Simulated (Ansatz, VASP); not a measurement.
**One calculation of Ge, two programs**

```
Ge
1.0
     0.00000    2.82891    2.82891
     2.82891    0.00000    2.82891
     2.82891    2.82891    0.00000
Ge
2
Direct
  0.75000 0.75000 0.75000
  0.50000 0.50000 0.50000
```

Alike in both runs: task single point; functional HSE06; k mesh 4 × 4 × 4; occupations fermi-dirac, width 0.05 eV; no spin polarisation.

|  | VASP | Ansatz |
| --- | --- | --- |
| version | VASP 6.6.1 | Ansatz 0.2.0 |
| potentials or method | VASP PAW PBE potentials, release 64 (Ge_d) | Ansatz PAW |
| plane-wave cutoff (eV) | 520 | 420 |
| valence electrons in the cell | 28 | 28 |

|  | VASP | Ansatz | Ansatz less VASP |
| --- | --- | --- | --- |
| gap on the k mesh at the Fermi level (eV) | 0.88 | 0.87 | -0.009 |
| least direct gap on the mesh (eV) | 0.97 | 0.95 | -0.017 |
| pressure (GPa) | 1.2 | 1.2 | +0.01 |

The k mesh is coarse, so the values compare programs but aren't converged.
